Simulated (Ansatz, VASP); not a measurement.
# WC: VASP beside Ansatz

```
CELL_PARAMETERS angstrom
0.00000 2.13787 2.24750
2.13787 0.00000 2.24750
2.13787 2.13787 0.00000
ATOMIC_POSITIONS crystal
W 0.00000 0.00000 0.00000
C 0.50000 0.50000 0.50000
```

Change from the starting cell: strain -0.025 along x and y, +0.025 along z, atoms carried along.

Alike in both runs: task single point; functional r2SCAN; k mesh 18 × 18 × 18; occupations gaussian, width 0.15 eV; no spin polarisation.

|  | VASP | Ansatz |
| --- | --- | --- |
| version | VASP 6.6.1 | Ansatz 0.2.0 |
| potentials or method | VASP PAW PBE potentials, release 64 (W_sv, C), cutoff 520 eV | scalar-relativistic, plane waves, PAW |
| valence electrons in the cell | 18 | 18 |

Ansatz gave:

- gap on the k mesh at the Fermi level (eV): none
- pressure (GPa): 6.7
- traceless stress, the component that is largest in VASP (GPa): -18.67

Question: What did VASP give for the same quantities?

Answer: gap on the k mesh at the Fermi level (eV): none; pressure (GPa): 8.5; traceless stress, the component that is largest in VASP (GPa): -18.71.

VASP's potentials were made for PBE, not for r2SCAN. A gap of «none» marks a metal or a gap that the smearing closes.

Spin-orbit coupling is off throughout.
